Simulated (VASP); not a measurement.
# Sc (P6_3/mmc) in VASP: further runs

Runs on Sc. Level: PBEsol. Tasks: single point.

All numbers are computed with VASP 6.6.1; they aren't measurements. Logs are shortened: lines on timing, memory, paths and dates and some standing lists are left out, and cuts for length are marked.

### 1 The cell of the first run

It takes space group P6_3/mmc (No. 194, hexagonal). Conventional cell: a = 3.259 Å, b = 3.259 Å, c = 5.426 Å, α = 90.00°, β = 90.00°, γ = 120.00°. Sc (site symmetry -6m2) has 12 Sc at 3.26 to 3.30 Å within 4.3 Å.

### 2 Single point, PBEsol (strain -0.015 along x and y, +0.030 along z)

The input, INCAR:

```
PREC = Accurate ; ENCUT = 520
EDIFF = 1E-6 ; ISMEAR = 0
SIGMA = 0.15 ; LREAL = F
LASPH = T ; NELM = 80
ALGO = Fast ; ISIF = 2
LWAVE = F ; LCHARG = T
GGA = PS ; LELF = T
LVHAR = T ; NBANDS = 18
```

The input, KPOINTS:

```
Automatic mesh
0
Gamma
  18 18 10
```

The input, POSCAR:

```
Sc
1.0
    3.2591659288      0.0000000000      0.0000000000
   -1.6295829644      2.8225204895      0.0000000000
    0.0000000000      0.0000000000      5.4260400000
Sc
2
Direct
    0.3333333333      0.6666666667      0.2500000000
    0.6666666667      0.3333333333      0.7500000000
```

Potentials or basis: VASP PAW PBE potentials, release 64 (Sc_sv).

Started as:

```console
cat potpaw_PBE.64/Sc_sv/POTCAR > POTCAR
mpirun -np 1 vasp_std > vasp.out
```

OUTCAR:

```text
PREC = Accurate
   ENCUT = 520
   EDIFF = 1E-6
   ISMEAR = 0
   LREAL = F
   LASPH = T
   NELM = 80
   ISIF = 2
   GGA = PS

 ion  position               nearest neighbor table
   1  0.333  0.667  0.250-   2 3.30   2 3.30   2 3.30   2 3.30   2 3.30   2 3.30
   2  0.667  0.333  0.750-   1 3.30   1 3.30   1 3.30   1 3.30   1 3.30   1 3.30

  LATTYP: Found a hexagonal cell.
 ALAT       =     3.2591659288
 C/A-ratio  =     1.6648554012

  Lattice vectors:

 A1 = (   3.2591659288,   0.0000000000,   0.0000000000)
 A2 = (  -1.6295829644,   2.8225204895,   0.0000000000)
 A3 = (   0.0000000000,   0.0000000000,   5.4260400000)

Analysis of symmetry for initial positions (statically):
=====================================================================
 Subroutine PRICEL returns:
 Original cell was already a primitive cell.

 Routine SETGRP: Setting up the symmetry group for a
 hexagonal supercell.

 Subroutine GETGRP returns: Found 24 space group operations
 (whereof 12 operations were pure point group operations)
 out of a pool of 24 trial point group operations.

The static configuration has the point symmetry D_3d.
 The point group associated with its full space group is D_6h.

Analysis of symmetry for dynamics (positions and initial velocities):
=====================================================================
 Subroutine PRICEL returns:
 Original cell was already a primitive cell.

 Routine SETGRP: Setting up the symmetry group for a
 hexagonal supercell.

 Subroutine GETGRP returns: Found 24 space group operations
 (whereof 12 operations were pure point group operations)
 out of a pool of 24 trial point group operations.

The dynamic configuration has the point symmetry D_3d.
 The point group associated with its full space group is D_6h.

 Subroutine INISYM returns: Found 24 space group operations
 (whereof 12 operations are pure point group operations),
 and found     1 'primitive' translations

----------------------------------------------------------------------------------------

                                     Primitive cell

  volume of cell :      49.9145

  direct lattice vectors                    reciprocal lattice vectors
     3.259165929  0.000000000  0.000000000     0.306826968  0.177146633  0.000000000
    -1.629582964  2.822520490  0.000000000     0.000000000  0.354293265  0.000000000
     0.000000000  0.000000000  5.426040000     0.000000000  0.000000000  0.184296467

  length of vectors
     3.259165929  3.259165929  5.426040000     0.354293265  0.354293265  0.184296467

  position of ions in fractional coordinates (direct lattice)
     0.333333333  0.666666667  0.250000000
     0.666666667  0.333333333  0.750000000

  ion indices of the primitive-cell ions
   primitive index   ion index
                 1           1
                 2           2

----------------------------------------------------------------------------------------

 KPOINTS: Automatic mesh

Automatic generation of k-mesh.
 Grid dimensions read from file:
 generate k-points for:   18   18   10

 Generating k-lattice:

  Cartesian coordinates                     Fractional coordinates (reciprocal lattice)
     0.017045943  0.009841480  0.000000000     0.055555556  0.000000000  0.000000000
     0.000000000  0.019682959  0.000000000     0.000000000  0.055555556  0.000000000
     0.000000000  0.000000000  0.018429647     0.000000000  0.000000000  0.100000000

  Length of vectors
     0.019682959  0.019682959  0.018429647

  Shift w.r.t. Gamma in fractional coordinates (k-lattice)
     0.000000000  0.000000000  0.000000000

 Subroutine IBZKPT returns following result:
 ===========================================

 Found    222 irreducible k-points:

 Following reciprocal coordinates:
            Coordinates               Weight
  0.000000  0.000000  0.000000      1.000000
  0.055556  0.000000  0.000000      6.000000
  0.111111  0.000000  0.000000      6.000000
  0.166667 -0.000000  0.000000      6.000000
  0.222222 -0.000000  0.000000      6.000000
  0.277778 -0.000000  0.000000      6.000000
[... 16 lines left out ...]
  0.333333  0.111111  0.000000     12.000000
  0.388889  0.111111  0.000000     12.000000
 [... further k-points ...]
   k-points           NKPTS =    222   k-points in BZ     NKDIM =    222   number of bands    NBANDS=     18
   number of dos      NEDOS =    301   number of ions     NIONS =      2
   total plane-waves  NPLWV =  23040
   dimension x,y,z NGX =    24 NGY =   24 NGZ =   40
   dimension x,y,z NGXF=    48 NGYF=   48 NGZF=   80
   ions per type =               2
   NGX,Y,Z   is equivalent  to a cutoff of  12.24, 12.24, 12.26 a.u.
   NGXF,Y,Z  is equivalent  to a cutoff of  24.48, 24.48, 24.51 a.u.
 SYSTEM =  unknown system
   PREC   = accura    normal or accurate (medium, high low for compatibility)
   ISTART =      0    job   : 0-new  1-cont  2-samecut
   ICHARG =      2    charge: 1-file 2-atom 10-const
   ISPIN  =      1    spin polarized calculation?
   LNONCOLLINEAR =      F non collinear calculations
   LSORBIT =      F    spin-orbit coupling
   LASPH  =      T    aspherical Exc in radial PAW
   ENCUT  =  520.0 eV  38.22 Ry    6.18 a.u.   6.06  6.06 10.09*2*pi/ulx,y,z
   NELM   =     80;   NELMIN=  2; NELMDL= -5     # of ELM steps
   EDIFF  = 0.1E-05   stopping-criterion for ELM
   LREAL  =      F    real-space projection
[... 7 lines left out ...]
   TEBEG  =    0.0;   TEEND  =   0.0 temperature during run
   PSTRESS=    0.0 pullay stress
   NELECT =      22.0000    total number of electrons
   NUPDOWN=      -1.0000    fix difference up-down
   EMIN   =  10.00;   EMAX   =-10.00  energy-range for DOS
   EFERMI =   0.00;   METHOD = LEGACY
   ISMEAR =     0;   SIGMA  =   0.15  broadening in eV -4-tet -1-fermi 0-gaus
   EFERMI_NEDOS =   21; number of points for ismear=-14 and -15
   IALGO  =     68    algorithm
   IMIX   =      4    mixing-type and parameters
     AMIX     =   0.40;   BMIX     =  1.00
     AMIX_MAG =   1.60;   BMIX_MAG =  1.00
  volume/ion in A,a.u.               =      24.96       168.42
  Fermi-wavevector in a.u.,A,eV,Ry     =   1.245872  2.354357 21.118934  1.552198
  Thomas-Fermi vector in A             =   2.380075
   LORBIT       =      0    0 simple, 1 ext, 2 COOP (PROOUT), +10 PAW based schemes
   GGA     = PS    functional components
   LHFCALC =     F    Hartree Fock is set to
   AEXX    =    0.0000 exact exchange contribution
   IVDW    =     0    specifies the selected vdW correction
   LEPSILON=     F    determine dielectric tensor
   LRPA    =     F    only Hartree local field effects (RPA)
 non-spin polarized calculation
 RMM-DIIS sequential band-by-band and
 Gauss-broadening in eV      SIGMA  =   0.15
  energy-cutoff  :      520.00
  volume of cell :       49.91
 maximum number of plane-waves:      1368
   NGX = 13   NGY = 13   NGZ = 21

 number of electron      22.0000003 magnetization

 Free energy of the ion-electron system (eV)
  ---------------------------------------------------
  ext. energy  EPLUGINS =         0.00000000
  ---------------------------------------------------
  free energy    TOTEN  =       -13.17881327 eV

  energy without entropy =      -13.12636256  energy(sigma->0) =      -13.15258792

 E-fermi :   3.5132     XC(G=0):  -9.9402

 val. band max:        3.5085370657   @ k =   0.2778   0.2222   0.4000
 cond. band min:       3.5178919554   @ k =   0.3889   0.1667   0.4000
 fundamental gap:      0.0093548896
 Fermi energy:         3.5131818079

 k-point     1 :       0.0000    0.0000    0.0000
  band No.  band energies     occupation
      1     -45.7383      2.00000
      2     -45.6856      2.00000
      3     -24.6148      2.00000
      4     -24.2872      2.00000
      5     -24.2872      2.00000
      6     -24.2501      2.00000
[... 10 lines left out ...]
     17       6.0365      0.00000
     18       6.0387      0.00000

 k-point     2 :       0.0556    0.0000    0.0000
  band No.  band energies     occupation
      1     -45.7367      2.00000
      2     -45.6848      2.00000
      3     -24.6109      2.00000
      4     -24.2966      2.00000
      5     -24.2901      2.00000
      6     -24.2517      2.00000
[... 10 lines left out ...]
     17       5.9692      0.00000
     18       5.9946      0.00000

 k-point     3 :       0.1111    0.0000    0.0000
  band No.  band energies     occupation
      1     -45.7321      2.00000
      2     -45.6823      2.00000
      3     -24.5997      2.00000
      4     -24.3237      2.00000
      5     -24.2983      2.00000
      6     -24.2795      2.00000
[... 10 lines left out ...]
     17       5.8039      0.00000
     18       5.8828      0.00000

 k-point     4 :       0.1667   -0.0000    0.0000
  band No.  band energies     occupation
      1     -45.7250      2.00000
      2     -45.6786      2.00000
      3     -24.5818      2.00000
      4     -24.3654      2.00000
      5     -24.3213      2.00000
      6     -24.3105      2.00000
[... 375 lines left out ...]
      4     -24.4949      2.00000
      5     -24.4784      2.00000
      6     -24.3665      2.00000
[... 10 lines left out ...]
     17       6.8239      0.00000
     18       7.1526      0.00000

 k-point    23 :       0.3333    0.1111    0.0000
  band No.  band energies     occupation
      1     -45.6855      2.00000
      2     -45.6632      2.00000
      3     -24.5566      2.00000
      4     -24.5081      2.00000
      5     -24.4682      2.00000
      6     -24.3829      2.00000
[... 10 lines left out ...]
     17       7.1286      0.00000
     18       7.2731      0.00000

 k-point    24 :       0.3889    0.1111    0.0000
  band No.  band energies     occupation
      1     -45.6796      2.00000
      2     -45.6624      2.00000
      3     -24.5816      2.00000
      4     -24.5274      2.00000
      5     -24.4468      2.00000
      6     -24.3934      2.00000
[... 10 lines left out ...]
     17       7.2626      0.00000
     18       7.2999      0.00000

 [... further k-points ...]

------------------------ aborting loop because EDIFF is reached ----------------------------------------

  FORCE on cell =-STRESS in cart. coord.  units (eV):
  Direction    XX          YY          ZZ          XY          YZ          ZX
  --------------------------------------------------------------------------------------
  -------------------------------------------------------------------------------------
  Total       -0.3287310     -0.3287310     -1.7249579      0.0000000      0.0000000      0.0000000
  in kB      -10.5517555    -10.5517555    -55.3684684      0.0000000      0.0000000      0.0000000
  external PRESSURE =     -25.4906598 kB  Pullay stress =       0.0000000 kB

 VOLUME and BASIS-vectors are now :
 -----------------------------------------------------------------------------
  energy-cutoff  :      520.00
  volume of cell :       49.91
      direct lattice vectors                 reciprocal lattice vectors
     3.259165929  0.000000000  0.000000000     0.306826968  0.177146633  0.000000000
    -1.629582964  2.822520490  0.000000000     0.000000000  0.354293265  0.000000000
     0.000000000  0.000000000  5.426040000     0.000000000  0.000000000  0.184296467

 POSITION                                       TOTAL-FORCE (eV/Angst)
 -----------------------------------------------------------------------------------
     -0.00000      1.88168      1.35651         0.000000     -0.000000      0.000000
      1.62958      0.94084      4.06953        -0.000000      0.000000      0.000000
 -----------------------------------------------------------------------------------
    total drift:                               -0.000000      0.000000     -0.000000

  FREE ENERGIE OF THE ION-ELECTRON SYSTEM (eV)
  ---------------------------------------------------
  free  energy   TOTEN  =       -13.1788132702 eV

  energy  without entropy=      -13.1263625616  energy(sigma->0) =      -13.15258792
```

Run time: 68 s. Hardware: 1 thread of Intel Xeon 6975P-C (Granite Rapids), shared host; peak memory 0.28 GiB.

Results:

```
Free energy            : -13.1788 eV
Pressure               : -2.5 GPa
Band gap on the k mesh : zero (band 11 reaches 4.23 eV, above the bottom of band 12 at 3.11 eV)
```

Stress tensor (GPa, compression positive):
```
-1.06  0.00  0.00
 0.00 -1.06  0.00
 0.00  0.00 -5.54
```

Caveat: the cell differs from its parent crystal (strain -0.015 along x and y, +0.030 along z); the PAW data sets were made with another functional, which shifts forces and pressure a little.

(Continued in part 2 of 2.)
